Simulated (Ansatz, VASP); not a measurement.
# MoH3: VASP beside Ansatz

Contents of INCAR:

```
SYSTEM = MoH3
  PREC = Accurate
  ENCUT = 600
  EDIFF = 1E-6
  ISMEAR = 0
  SIGMA = 0.1
  LREAL = .FALSE.
  LASPH = .TRUE.
  NELM = 80
  ALGO = Normal
  ISIF = 3
  LWAVE = .FALSE.
  LCHARG = .FALSE.
  GGA = PE
  IBRION = 2
  NSW = 100
  EDIFFG = -0.01
```

KPOINTS

```
Automatic mesh
0
G
  18 18 18
  0 0 0
```

File POSCAR:

```
MoH3
1.0
    0.0000000000      2.2574801389      2.2574801389
    2.2574801389      0.0000000000      2.2574801389
    2.2574801389      2.2574801389      0.0000000000
H Mo
3 1
Direct
    0.2500000000      0.2500000000      0.2500000000
    0.7500000000      0.7500000000      0.7500000000
    0.5000000000      0.5000000000      0.5000000000
    0.0000000000      0.0000000000      0.0000000000
```

Input for Ansatz:

```yaml
crystal:
  lattice:
    - [0.0, 2.2574801389, 2.2574801389]
    - [2.2574801389, 0.0, 2.2574801389]
    - [2.2574801389, 2.2574801389, 0.0]
  atoms:
    - { symbol: H, position: [0.25, 0.25, 0.25] }
    - { symbol: H, position: [0.75, 0.75, 0.75] }
    - { symbol: H, position: [0.5, 0.5, 0.5] }
    - { symbol: Mo, position: [0.0, 0.0, 0.0] }
basis:
  ecutwfc: 420
kpoints:
  mp_grid: { grid: [18, 18, 18] }
hamiltonian:
  xc: pbe
scf:
  occupations: { method: gaussian, width: 0.1 }
output:
  forces: true
  stress: true
  eigenvalues: true
relax:
  adjacent_minimum: "off"
  f_tol: 0.01
  max_steps: 80
  cell: { stress_tol: 0.05 }
```

Change from the starting cell: species swapped into the Li3In type (Fm-3m, No. 225).

Alike in both runs: task relaxation of cell and atoms; functional PBE; k mesh 18 × 18 × 18; occupations gaussian, width 0.1 eV; no spin polarisation.

|  | VASP | Ansatz |
| --- | --- | --- |
| version | VASP 6.6.1 | Ansatz 0.2.0 |
| potentials or method | VASP PAW PBE potentials, release 64 (H, Mo_sv), cutoff 600 eV | scalar-relativistic, plane waves, PAW |
| valence electrons in the cell | 17 | 17 |

```tsv
	VASP	Ansatz	Ansatz less VASP
gap on the k mesh at the Fermi level, each at its own relaxed structure (eV)	none	none	-
relaxed volume (Å³/atom)	5.77	5.76	-0.006
relaxed length of the cell vector where the two differ most in proportion (Å)	3.195	3.194	-0.0010
```

A gap of «none» marks a metal or a gap that the smearing closes.
